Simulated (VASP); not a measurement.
Set up this calculation in VASP 6.6.1, as the native input.

- Task: relaxation of cell and atoms
- Functional: r2SCAN
- Potentials or basis: VASP PAW PBE potentials, release 64 (Si, C)
- Cutoff: 600 eV
- k mesh: 6 × 6 × 4
- Occupations: gaussian, width 0.1 eV
- Spin: no spin polarisation
- Dipole correction: no
- Further INCAR settings: ALGO = Normal; EDIFF = 1e-07; IBRION = 2; EDIFFG = -0.04; NSW = 90; ISIF = 3

Crystal: SiC.

```
CELL_PARAMETERS angstrom
3.21921 0.00000 0.00000
0.00000 3.21921 0.00000
0.00000 0.00000 4.06775
ATOMIC_POSITIONS crystal
Si 0.00000 0.50000 0.23510
Si 0.50000 0.00000 0.76490
C 0.00000 0.00000 0.00000
C 0.50000 0.50000 0.00000
```

The input as run:

POSCAR

```
SiC
1.0
    3.2192064630      0.0000000000      0.0000000000
    0.0000000000      3.2192064630      0.0000000000
    0.0000000000      0.0000000000      4.0677472970
Si C
2 2
Direct
    0.0000000000      0.5000000000      0.2351000000
    0.5000000000      0.0000000000      0.7649000000
    0.0000000000      0.0000000000      0.0000000000
    0.5000000000      0.5000000000      0.0000000000
```

INCAR.step1

```
SYSTEM = SiC
PREC     = Accurate       ! precision mode
ENCUT    = 600            ! plane-wave cutoff, eV
ISMEAR   = 0              ! smearing method
SIGMA    = 0.1            ! smearing width, eV
LREAL    = .FALSE.        ! projectors in reciprocal space
LASPH    = .TRUE.         ! aspherical terms in the spheres
NELM     = 60             ! most SCF steps
GGA      = PE             ! functional
ALGO     = Normal         ! electronic algorithm
EDIFF    = 1E-4           ! SCF threshold, eV
LWAVE    = .TRUE.         ! write WAVECAR
LCHARG   = .FALSE.        ! write CHGCAR
```

INCAR.step2

```
SYSTEM = SiC
PREC     = Accurate       ! precision mode
ENCUT    = 600            ! plane-wave cutoff, eV
EDIFF    = 1E-7           ! SCF threshold, eV
ISMEAR   = 0              ! smearing method
SIGMA    = 0.1            ! smearing width, eV
LREAL    = .FALSE.        ! projectors in reciprocal space
LASPH    = .TRUE.         ! aspherical terms in the spheres
NELM     = 60             ! most SCF steps
ALGO     = Normal         ! electronic algorithm
ISIF     = 3              ! what is computed and relaxed
LWAVE    = .FALSE.        ! write WAVECAR
LCHARG   = .FALSE.        ! write CHGCAR
METAGGA  = R2SCAN         ! meta-GGA
LMIXTAU  = .TRUE.       
IBRION   = 2              ! ionic algorithm
NSW      = 90             ! ionic steps
EDIFFG   = -0.04          ! ionic threshold
ISTART   = 1
```

KPOINTS

```
regular mesh
0
G
  6 6 4
  0 0 0
```

Potentials or basis: VASP PAW PBE potentials, release 64 (Si, C).

The run is started by

```sh
$ cat potpaw_PBE.64/Si/POTCAR potpaw_PBE.64/C/POTCAR > POTCAR
$ cp INCAR.step1 INCAR
$ mpirun -np 1 vasp_std > vasp.out
$ cp INCAR.step2 INCAR
$ mpirun -np 1 vasp_std > vasp.out
```

It gave:

```yaml
Relaxed_volume: 11.66 Å³/atom
Relaxed_cell: a = 3.249 Å, b = 3.249 Å, c = 4.420 Å, α = 90.00°, β = 90.00°, γ = 90.00°
Space_group_after_relaxing_to_0.05_Å: P4/nmm (No. 129)
Energy_gained_by_relaxing: 186.3 meV/atom
Ionic_steps: 16
Pressure_after_relaxing: -0.3 GPa
Largest_force_after_relaxing: 0.011 eV/Å
Band_gap_on_the_k_mesh: zero (band 8 reaches 9.64 eV, above the bottom of band 9 at 6.40 eV)
```

Caveat: the k points lie up to 0.36 Å⁻¹ apart in the final cell; the PAW data sets were made with another functional, which shifts forces and pressure a little.

It took 15 min on 1 thread of Intel(R) Xeon(R) Platinum 8488C (Sapphire Rapids), on a shared host, peak memory 0.17 GiB.
